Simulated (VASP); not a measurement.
The system is SnO.

```
Sn O
1.0
     3.83895    0.00000    0.00000
     0.00000    3.83895    0.00000
     0.00000    0.00000    4.91928
Sn O
2 2
Cartesian
  1.9195 0.0000 3.7614
  0.0000 1.9195 1.1579
  0.0000 0.0000 0.0000
  1.9195 1.9195 0.0000
```

Base run:

| Property | Result |
| --- | --- |
| Program | VASP 6.6.1 |
| Functional | BLYP |
| Potentials or basis | VASP PAW PBE potentials, release 64 (Sn_d, O) |
| Cutoff | 520 eV |
| k mesh | 7 × 7 × 6 |
| Occupations | fermi-dirac, width 0.05 eV |
| Spin | no spin polarisation |

Its results: band gap on the k mesh 0.64 eV (least direct gap 2.17 eV); pressure 6.3 GPa; largest force 0.370 eV/Å.

Q: After a change of settings the same cell gave: band gap on the k mesh 0.47 eV (least direct gap 2.03 eV); pressure 1.6 GPa; largest force 0.144 eV/Å. Which change was it?
A. functional from BLYP to revPBE; cutoff from 520 eV to 600 eV; dispersion from none to D4
B. functional from BLYP to LDA; potentials or basis from VASP PAW PBE potentials, release 64 (Sn_d, O) to VASP PAW LDA potentials, release 64 (Sn_d, O); cutoff from 520 eV to 600 eV
C. functional from BLYP to SVWN5; further incar settings from ALGO = Normal; EDIFF = 1e-06; NBANDS = 28 to ALGO = Normal; EDIFF = 1e-07; NBANDS = 28
D. functional from BLYP to b88 exchange, pbe correlation; cutoff from 520 eV to 600 eV

A: D.

Caveats: the PAW data sets were made with another functional, which shifts forces and pressure a little; spin-orbit coupling is left out, which moves the levels of the heavy elements; an odd mesh through Γ misses points on the zone boundary, where band edges can lie; the cell stands under pressure (at least some runs).
